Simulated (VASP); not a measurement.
TaN:

```
CELL_PARAMETERS angstrom
0.00000 2.19500 2.19500
2.19500 0.00000 2.19500
2.19500 2.19500 0.00000
ATOMIC_POSITIONS crystal
Ta 0.00000 0.00000 0.00000
N 0.50000 0.50000 0.50000
```

```yaml
Program: VASP 6.6.1
Task: relaxation of cell and atoms
Functional: LDA
Potentials_or_basis: VASP PAW LDA potentials, release 64 (Ta_sv_GW, N)
Cutoff: 700 eV
k_mesh: 8 × 8 × 8
Occupations: gaussian, width 0.1 eV
Spin: no spin polarisation
```

At the start: pressure -9.0 GPa; volume 10.58 Å³/atom.

Q: Where does the relaxation end?

A: Over 3 steps the energy falls by 7.6 meV/atom and the volume is 10.32 Å³/atom (-2.4 %); space group Fm-3m (No. 225, to 0.1 Å) before and after.

Step by step:
```csv
step,energy change (eV),largest force (eV/Å),pressure (GPa),volume (Å³)
1,0.0000,0.0000,-8.99,21.15
2,0.0828,0.0000,26.84,19.39
3,-0.0151,0.0000,-0.20,20.64
```

Final structure:
```yaml
crystal:
  lattice:
    - [0.00000, 2.17703, 2.17703]
    - [2.17703, 0.00000, 2.17703]
    - [2.17703, 2.17703, 0.00000]
  atoms:
    - { symbol: Ta, position: [0.00000, 0.00000, 0.00000] }
    - { symbol: N, position: [0.50000, 0.50000, 0.50000] }
```

Caveat: the highest band is partly filled, so the run has too few bands.
